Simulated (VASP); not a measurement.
Set up this calculation in VASP 6.6.1, as the native input.

```yaml
Task: single point
Functional: LDA
Potentials_or_basis: VASP PAW LDA potentials, release 64 (Tl_d)
Cutoff: 520 eV
k_mesh: 17 × 17 × 10
Occupations: fermi-dirac, width 0.1 eV
Spin: no spin polarisation
Dipole_correction: no
Further_INCAR_settings: ALGO = Normal; EDIFF = 1e-06; NBANDS = 20
```

The structure of Tl lies in POSCAR:

```
Tl
1.0
    3.3554324536      0.0000000000      0.0000000000
   -1.6777162268      2.9058897455      0.0000000000
    0.0000000000      0.0000000000      5.3694409635
Tl
2
Direct
    0.3333333333      0.6666666667      0.2500000000
    0.6666666667      0.3333333333      0.7500000000
```

These files were run (other wordings do the same):

INCAR

```
SYSTEM = Tl
PREC = Accurate
ENCUT = 520
EDIFF = 1E-6
ISMEAR = -1
SIGMA = 0.1
LREAL = .FALSE.
LASPH = .TRUE.
NELM = 80
ALGO = Normal
ISIF = 2
LWAVE = .FALSE.
LCHARG = .TRUE.
GGA = CA
LELF = .TRUE.
LVHAR = .TRUE.
NBANDS = 20
```

KPOINTS

```
Automatic mesh
0
G
  17 17 10
  0 0 0
```

Potentials or basis: VASP PAW LDA potentials, release 64 (Tl_d).

Launch:

```sh
$ cat potpaw_LDA.64/Tl_d/POTCAR > POTCAR
$ mpirun -np 1 vasp_std > vasp.out
```

It gave:

| Quantity | Value |
| --- | --- |
| Pressure | 2.1 GPa |
| Band gap on the k mesh | zero (bands 13 and 14 overlap by 6.36 eV) |

Caveat: spin-orbit coupling is left out, which moves the levels of the heavy elements.

It took 50 s on 1 thread of Intel(R) Xeon(R) 6975P-C (Granite Rapids) (shared host), peak memory 0.27 GiB.
